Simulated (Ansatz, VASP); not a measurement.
# Two plane-wave programs on Ag

```xyz
1
Lattice="0.0000 2.0427 2.0427 2.0427 0.0000 2.0427 2.0427 2.0427 0.0000" Properties=species:S:1:pos:R:3 pbc="T T T"
Ag    0.0000    0.0000    0.0000
```

Alike in both runs: task relaxation of cell and atoms; functional LDA; k mesh 28 × 28 × 28; occupations gaussian, width 0.2 eV; no spin polarisation.

```csv
,VASP,Ansatz
version,VASP 6.6.1,Ansatz 0.2.0
potentials or method,"VASP PAW LDA potentials, release 64 (Ag)","scalar-relativistic, plane waves, PAW"
plane-wave cutoff (eV),600,420
valence electrons in the cell,11,19
```

|  | VASP | Ansatz | Ansatz less VASP |
| --- | --- | --- | --- |
| gap on the k mesh at the Fermi level, each at its own relaxed structure (eV) | none | none | - |
| relaxed volume (Å³/atom) | 16.03 | 16.01 | -0.021 |
| relaxed cell length with the largest relative difference (Å) | 2.830 | 2.829 | -0.0012 |

LDA's correlation is that of Perdew and Zunger in VASP and of Perdew and Wang (1992) in Ansatz. A gap of «none» marks a metal or a gap that the smearing closes. VASP's potentials hold 11 valence electrons a cell and Ansatz's 19, so a difference there can come from the potentials and not from the codes.
